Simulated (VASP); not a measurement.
# CuF (P6_3mc) in VASP: further runs

CuF is run at these levels: PBE; tasks: single point.

All numbers are computed with VASP 6.6.1; they aren't measurements. Logs are shortened: lines on timing, memory, paths and dates and some standing lists are left out, and cuts for length are marked.

### Step 1. The cell of the first run

The structure is hexagonal, space group P6_3mc (No. 186). The conventional cell has a = 2.836 Å, b = 2.836 Å, c = 6.739 Å, α = 90.00°, β = 90.00°, γ = 120.00°. Cu (site symmetry 3m) has 4 F at 1.91 to 2.20 Å within 2.5 Å. F (site symmetry 3m) has 4 Cu at 1.91 to 2.20 Å within 2.5 Å.

### Step 2. Single point, PBE (11.73 Å³/atom)

Input file INCAR:

```
  ALGO = Normal
  EDIFF = 1E-6
  ENCUT = 820
  GGA = PE
  GGA_COMPAT = False
  ISIF = 2
  ISMEAR = -1
  LASPH = True
  LCHARG = False
  LREAL = False
  LWAVE = False
  NBANDS = 34
  NELM = 120
  PREC = Accurate
  SIGMA = 0.02
```

Input file KPOINTS:

```
k-points
0
Gamma
  9 9 4
```

Input file POSCAR:

```
CuF
1.0
    2.8355589042      0.0000000000      0.0000000000
   -1.4177794521      2.4556660450      0.0000000000
    0.0000000000      0.0000000000      6.7389763891
Cu F
2 2
Direct
    0.3333333333      0.6666666667      0.0460751685
    0.6666666667      0.3333333333      0.5460751685
    0.3333333333      0.6666666667      0.3289248315
    0.6666666667      0.3333333333      0.8289248315
```

Potentials or basis: VASP PAW PBE potentials, release 64 (Cu_sv_GW, F).

Run with:

```console
> cat potpaw_PBE.64/Cu_sv_GW/POTCAR potpaw_PBE.64/F/POTCAR > POTCAR
> mpirun -np 1 vasp_std > vasp.out
```

OUTCAR:

```text
EDIFF = 1E-6
   ENCUT = 820
   GGA = PE
   ISIF = 2
   ISMEAR = -1
   LASPH = True
   LREAL = False
   NELM = 120
   PREC = Accurate

 ion  position               nearest neighbor table
   1  0.333  0.667  0.046-   3 1.91   4 2.20   4 2.20   4 2.20
   2  0.667  0.333  0.546-   4 1.91   3 2.20   3 2.20   3 2.20
   3  0.333  0.667  0.329-   1 1.91   2 2.20   2 2.20   2 2.20
   4  0.667  0.333  0.829-   2 1.91   1 2.20   1 2.20   1 2.20

  LATTYP: Found a hexagonal cell.
 ALAT       =     2.8355589042
 C/A-ratio  =     2.3765954497

  Lattice vectors:

 A1 = (   2.8355589042,   0.0000000000,   0.0000000000)
 A2 = (  -1.4177794521,   2.4556660450,   0.0000000000)
 A3 = (   0.0000000000,   0.0000000000,   6.7389763891)

Analysis of symmetry for initial positions (statically):
=====================================================================
 Subroutine PRICEL returns:
 Original cell was already a primitive cell.

 Routine SETGRP: Setting up the symmetry group for a
 hexagonal supercell.

 Subroutine GETGRP returns: Found 12 space group operations
 (whereof  6 operations were pure point group operations)
 out of a pool of 24 trial point group operations.

The static configuration has the point symmetry C_3v.
 The point group associated with its full space group is C_6v.

Analysis of symmetry for dynamics (positions and initial velocities):
=====================================================================
 Subroutine PRICEL returns:
 Original cell was already a primitive cell.

 Routine SETGRP: Setting up the symmetry group for a
 hexagonal supercell.

 Subroutine GETGRP returns: Found 12 space group operations
 (whereof  6 operations were pure point group operations)
 out of a pool of 24 trial point group operations.

The dynamic configuration has the point symmetry C_3v.
 The point group associated with its full space group is C_6v.

 Subroutine INISYM returns: Found 12 space group operations
 (whereof  6 operations are pure point group operations),
 and found     1 'primitive' translations

----------------------------------------------------------------------------------------

                                     Primitive cell

  volume of cell :      46.9247

  direct lattice vectors                    reciprocal lattice vectors
     2.835558904  0.000000000  0.000000000     0.352664160  0.203610748  0.000000000
    -1.417779452  2.455666045  0.000000000     0.000000000  0.407221496  0.000000000
     0.000000000  0.000000000  6.738976389     0.000000000  0.000000000  0.148390489

  length of vectors
     2.835558904  2.835558904  6.738976389     0.407221496  0.407221496  0.148390489

  position of ions in fractional coordinates (direct lattice)
     0.333333333  0.666666667  0.046075169
     0.666666667  0.333333333  0.546075169
     0.333333333  0.666666667  0.328924831
     0.666666667  0.333333333  0.828924831

  ion indices of the primitive-cell ions
   primitive index   ion index
                 1           1
                 2           2
                 3           3
                 4           4

----------------------------------------------------------------------------------------

 KPOINTS: k-points

Automatic generation of k-mesh.
 Grid dimensions read from file:
 generate k-points for:    9    9    4

 Generating k-lattice:

  Cartesian coordinates                     Fractional coordinates (reciprocal lattice)
     0.039184907  0.022623416  0.000000000     0.111111111 -0.000000000  0.000000000
     0.000000000  0.045246833  0.000000000     0.000000000  0.111111111  0.000000000
     0.000000000  0.000000000  0.037097622     0.000000000  0.000000000  0.250000000

  Length of vectors
     0.045246833  0.045246833  0.037097622

  Shift w.r.t. Gamma in fractional coordinates (k-lattice)
     0.000000000  0.000000000  0.000000000

 Subroutine IBZKPT returns following result:
 ===========================================

 Found     36 irreducible k-points:

 Following reciprocal coordinates:
            Coordinates               Weight
  0.000000  0.000000  0.000000      1.000000
  0.111111 -0.000000  0.000000      6.000000
  0.222222  0.000000  0.000000      6.000000
  0.333333  0.000000  0.000000      6.000000
  0.444444  0.000000  0.000000      6.000000
  0.111111  0.111111  0.000000      6.000000
[... 16 lines left out ...]
  0.333333  0.222222  0.250000     24.000000
  0.333333  0.333333  0.250000      4.000000
 [... further k-points ...]
   k-points           NKPTS =     36   k-points in BZ     NKDIM =     36   number of bands    NBANDS=     34
   number of dos      NEDOS =    301   number of ions     NIONS =      4
   total plane-waves  NPLWV =  50176
   dimension x,y,z NGX =    28 NGY =   28 NGZ =   64
   dimension x,y,z NGXF=    56 NGYF=   56 NGZF=  128
   ions per type =               2   2
   NGX,Y,Z   is equivalent  to a cutoff of  16.42, 16.42, 15.79 a.u.
   NGXF,Y,Z  is equivalent  to a cutoff of  32.83, 32.83, 31.58 a.u.
 SYSTEM =  unknown system
   PREC   = accura    normal or accurate (medium, high low for compatibility)
   ISTART =      0    job   : 0-new  1-cont  2-samecut
   ICHARG =      2    charge: 1-file 2-atom 10-const
   ISPIN  =      1    spin polarized calculation?
   LNONCOLLINEAR =      F non collinear calculations
   LSORBIT =      F    spin-orbit coupling
   LASPH  =      T    aspherical Exc in radial PAW
   ENCUT  =  820.0 eV  60.27 Ry    7.76 a.u.   6.62  6.62 15.73*2*pi/ulx,y,z
   NELM   =    120;   NELMIN=  2; NELMDL= -5     # of ELM steps
   EDIFF  = 0.1E-05   stopping-criterion for ELM
   LREAL  =      F    real-space projection
   EDIFFG = 0.1E-04   stopping-criterion for IOM
   NSW    =      0    number of steps for IOM
   IBRION =     -1    ionic relax: 0-MD 1-quasi-New 2-CG
   NFREE  =      0    steps in history (QN), initial steepest desc. (CG)
   ISIF   =      2    stress and relaxation
   ISYM   =      2    0-nonsym 1-usesym 2-fastsym
   POTIM  = 0.5000    time-step for ionic-motion
   TEBEG  =    0.0;   TEEND  =   0.0 temperature during run
   PSTRESS=    0.0 pullay stress
   NELECT =      52.0000    total number of electrons
   NUPDOWN=      -1.0000    fix difference up-down
   EMIN   =  10.00;   EMAX   =-10.00  energy-range for DOS
   EFERMI =   0.00;   METHOD = LEGACY
   ISMEAR =    -1;   SIGMA  =   0.02  broadening in eV -4-tet -1-fermi 0-gaus
   EFERMI_NEDOS =   21; number of points for ismear=-14 and -15
   IALGO  =     38    algorithm
   IMIX   =      4    mixing-type and parameters
     AMIX     =   0.40;   BMIX     =  1.00
     AMIX_MAG =   1.60;   BMIX_MAG =  1.00
  volume/ion in A,a.u.               =      11.73        79.17
  Fermi-wavevector in a.u.,A,eV,Ry     =   1.694111  3.201406 39.048905  2.870014
  Thomas-Fermi vector in A             =   2.775396
   LORBIT       =      0    0 simple, 1 ext, 2 COOP (PROOUT), +10 PAW based schemes
   GGA     = PE    functional components
   LHFCALC =     F    Hartree Fock is set to
   AEXX    =    0.0000 exact exchange contribution
   IVDW    =     0    specifies the selected vdW correction
   LEPSILON=     F    determine dielectric tensor
   LRPA    =     F    only Hartree local field effects (RPA)
 non-spin polarized calculation
  energy-cutoff  :      820.00
  volume of cell :       46.92
 maximum number of plane-waves:      2528
 NGX is ok and might be reduce to    28
   NGX = 13   NGY = 13   NGZ = 31

 number of electron      51.9999979 magnetization

 Free energy of the ion-electron system (eV)
  ---------------------------------------------------
  ext. energy  EPLUGINS =         0.00000000
  ---------------------------------------------------
  free energy    TOTEN  =       -14.80141847 eV

  energy without entropy =      -14.80125458  energy(sigma->0) =      -14.80133653

 E-fermi :   3.7093     XC(G=0): -11.2844

 val. band max:        3.6062938044   @ k =   0.3333   0.1111   0.0000
 cond. band min:       3.7459963932   @ k =   0.0000   0.0000   0.0000
 fundamental gap:      0.1397025888
 Fermi energy:         3.7093147965

 k-point     1 :       0.0000    0.0000    0.0000
  band No.  band energies     occupation
      1    -107.3547      2.00000
      2    -107.3546      2.00000
      3     -64.8086      2.00000
      4     -64.8077      2.00000
      5     -64.7430      2.00000
      6     -64.7430      2.00000
[... 26 lines left out ...]
     33      22.8562      0.00000
     34      23.4207      0.00000

 k-point     2 :       0.1111   -0.0000    0.0000
  band No.  band energies     occupation
      1    -107.3544      2.00000
      2    -107.3544      2.00000
      3     -64.8084      2.00000
      4     -64.8074      2.00000
      5     -64.7457      2.00000
      6     -64.7455      2.00000
[... 26 lines left out ...]
     33      21.2361      0.00000
     34      22.1417      0.00000

 k-point     3 :       0.2222    0.0000    0.0000
  band No.  band energies     occupation
      1    -107.3537      2.00000
      2    -107.3537      2.00000
      3     -64.8075      2.00000
      4     -64.8067      2.00000
      5     -64.7524      2.00000
      6     -64.7524      2.00000
[... 26 lines left out ...]
     33      18.5123      0.00000
     34      20.2308      0.00000
[... 704 lines left out ...]
 k-point    23 :       0.3333    0.2222    0.2500
  band No.  band energies     occupation
      1    -107.3524      2.00000
      2    -107.3524      2.00000
      3     -64.8055      2.00000
      4     -64.8053      2.00000
      5     -64.7627      2.00000
      6     -64.7627      2.00000
[... 26 lines left out ...]
     33      16.5449      0.00000
     34      18.2450      0.00000

 k-point    24 :       0.3333    0.3333    0.2500
  band No.  band energies     occupation
      1    -107.3523      2.00000
      2    -107.3523      2.00000
      3     -64.8053      2.00000
      4     -64.8053      2.00000
      5     -64.7595      2.00000
      6     -64.7595      2.00000
[... 26 lines left out ...]
     33      17.5413      0.00000
     34      18.2401      0.00000

 [... further k-points ...]

------------------------ aborting loop because EDIFF is reached ----------------------------------------

  FORCE on cell =-STRESS in cart. coord.  units (eV):
  Direction    XX          YY          ZZ          XY          YZ          ZX
  --------------------------------------------------------------------------------------
  -------------------------------------------------------------------------------------
  Total        0.3076593      0.3076593      1.3000197      0.0000000     -0.0000000     -0.0000000
  in kB       10.5045819     10.5045819     44.3872867      0.0000000     -0.0000000     -0.0000000
  external PRESSURE =      21.7988168 kB  Pullay stress =       0.0000000 kB

 VOLUME and BASIS-vectors are now :
 -----------------------------------------------------------------------------
  energy-cutoff  :      820.00
  volume of cell :       46.92
      direct lattice vectors                 reciprocal lattice vectors
     2.835558904  0.000000000  0.000000000     0.352664160  0.203610748  0.000000000
    -1.417779452  2.455666045  0.000000000     0.000000000  0.407221496  0.000000000
     0.000000000  0.000000000  6.738976389     0.000000000  0.000000000  0.148390489

 POSITION                                       TOTAL-FORCE (eV/Angst)
 -----------------------------------------------------------------------------------
     -0.00000      1.63711      0.31050         0.000000     -0.000000     -0.055252
      1.41778      0.81856      3.67999        -0.000000      0.000000     -0.055252
     -0.00000      1.63711      2.21662        -0.000000     -0.000000      0.055252
      1.41778      0.81856      5.58610         0.000000     -0.000000      0.055252
 -----------------------------------------------------------------------------------
    total drift:                               -0.000001      0.000001      0.006763

  FREE ENERGIE OF THE ION-ELECTRON SYSTEM (eV)
  ---------------------------------------------------
  free  energy   TOTEN  =       -14.8014184748 eV

  energy  without entropy=      -14.8012545770  energy(sigma->0) =      -14.80133653
```

Run time: 73 s. Hardware: 1 thread of Intel Xeon 6975P-C (Granite Rapids), shared host; peak memory 0.28 GiB.

Results:

* Free energy: -14.8014 eV
* Pressure: 2.2 GPa
* Largest force: 0.055 eV/Å
* Band gap on the k mesh: 0.14 eV (least direct gap 0.45 eV)

Forces in eV/Å, atoms in the order of the input:
```
Cu   0.000  0.000 -0.055
Cu   0.000  0.000 -0.055
F    0.000  0.000  0.055
F    0.000  0.000  0.055
```

Stress tensor (GPa, compression positive):
```
1.05 0.00 0.00
0.00 1.05 0.00
0.00 0.00 4.44
```

Caveat: the structure was generated, so it needn't be the stable form of CuF; semilocal functionals underestimate gaps, and a narrow one can read as zero. A k mesh can miss the band edges.

### Step 3. Single point, PBE

This run uses another cell than the first one, of 12.09 Å³/atom.

Input file INCAR:

```
SYSTEM = CuF
  PREC = Accurate
  ENCUT = 820
  EDIFF = 1E-6
  ISMEAR = -1
  SIGMA = 0.02
  LREAL = .False.
  LASPH = .True.
  NELM = 120
  ALGO = Normal
  ISIF = 2
  LWAVE = .False.
  LCHARG = .False.
  GGA = PE
  NBANDS = 34
  GGA_COMPAT = .False.
```

Input file KPOINTS:

```
Automatic mesh
0
Gamma
  9 9 4
  0 0 0
```

Input file POSCAR:

```
CuF
1.0
    2.8644951773      0.0000000000      0.0000000000
   -1.4322475886      2.4807255925      0.0000000000
    0.0000000000      0.0000000000      6.8077462040
Cu F
2 2
Direct
    0.3333333333      0.6666666667      0.0460751685
    0.6666666667      0.3333333333      0.5460751685
    0.3333333333      0.6666666667      0.3289248315
    0.6666666667      0.3333333333      0.8289248315
```

Potentials or basis: VASP PAW PBE potentials, release 64 (Cu_sv_GW, F).

Run with:

```console
> cat potpaw_PBE.64/Cu_sv_GW/POTCAR potpaw_PBE.64/F/POTCAR > POTCAR
> mpirun -np 1 vasp_std > vasp.out
```

It took 2.6 min on 1 thread of AMD EPYC 7R13 (Zen 3), shared host; peak memory 0.25 GiB.

The run converged. Its results:

* Free energy: -14.8150 eV
* Pressure: -0.7 GPa
* Largest force: 0.013 eV/Å
* Band gap on the k mesh: 0.12 eV (least direct gap 0.41 eV)

Forces on the atoms (eV/Å):
```
Cu   0.000  0.000 -0.013
Cu   0.000  0.000 -0.013
F    0.000  0.000  0.013
F    0.000  0.000  0.013
```

Stress tensor (GPa, compression positive):
```
-0.78  0.00  0.00
 0.00 -0.78  0.00
 0.00  0.00 -0.55
```

Levels at points of the mesh, in eV from the valence-band top:
```csv
k point,band 23,band 24,band 25,band 26,band 27,band 28,band 29,band 30
"(0.00, 0.00, 0.00)",-0.79,-0.79,-0.29,-0.29,0.12,3.12,5.68,11.45
"(0.00, 0.00, 0.50)",-0.52,-0.52,-0.52,-0.52,1.14,1.14,8.32,8.32
```

Caveat: the structure was generated, so it needn't be the stable form of CuF; semilocal functionals underestimate gaps, and a narrow one can read as zero.

### Step 4. Single point, PBE (11.37 Å³/atom)

This run uses another cell than the first one, of 11.37 Å³/atom.

Input file INCAR:

```
SYSTEM = CuF
  PREC = Accurate
  ENCUT = 820
  EDIFF = 1E-6
  ISMEAR = -1
  SIGMA = 0.02
  LREAL = .FALSE.
  LASPH = .TRUE.
  NELM = 120
  ALGO = Normal
  ISIF = 2
  LWAVE = .FALSE.
  LCHARG = .FALSE.
  GGA = PE
  NBANDS = 34
  GGA_COMPAT = .FALSE.
```

Input file KPOINTS:

```
Automatic mesh
0
G
  9 9 4
  0 0 0
```

Input file POSCAR:

```
CuF
1.0
    2.8060196842      0.0000000000      0.0000000000
   -1.4030098421      2.4300843300      0.0000000000
    0.0000000000      0.0000000000      6.6687736131
Cu F
2 2
Direct
    0.3333333333      0.6666666667      0.0460751685
    0.6666666667      0.3333333333      0.5460751685
    0.3333333333      0.6666666667      0.3289248315
    0.6666666667      0.3333333333      0.8289248315
```

Run with:

```console
> cat potpaw_PBE.64/Cu_sv_GW/POTCAR potpaw_PBE.64/F/POTCAR > POTCAR
> mpirun -np 1 vasp_std > vasp.out
```

It took 73 s on 1 thread of AMD EPYC 9R45 (Zen 5), shared host; peak memory 0.25 GiB.

The run converged. Its results:

| Quantity | Value |
| --- | --- |
| Free energy | -14.7591 eV |
| Pressure | 5.7 GPa |
| Largest force | 0.106 eV/Å |
| Band gap on the k mesh | 0.16 eV (least direct gap 0.49 eV) |

Forces on the atoms (eV/Å):
```
Cu   0.000  0.000 -0.106
Cu   0.000  0.000 -0.106
F    0.000  0.000  0.106
F    0.000  0.000  0.106
```

Stress tensor (GPa, compression positive):
```
 3.38  0.00  0.00
 0.00  3.38  0.00
 0.00  0.00 10.48
```

Levels at points of the mesh, in eV from the valence-band top:
```csv
k point,band 22,band 23,band 24,band 25,band 26,band 27,band 28,band 29,band 30,band 31
"(0.00, 0.00, 0.00)",-1.20,-0.88,-0.88,-0.33,-0.33,0.16,3.31,5.82,11.76,14.00
"(0.00, 0.00, 0.50)",-1.28,-0.58,-0.58,-0.58,-0.58,1.23,1.23,8.56,8.56,18.15
```

Caveat: the stress differs along the axes, from 3 to 10 GPa; the structure was generated, so it needn't be the stable form of CuF; semilocal functionals underestimate gaps, and a narrow one can read as zero. A k mesh can miss the band edges.

(Continued in part 2 of 2.)
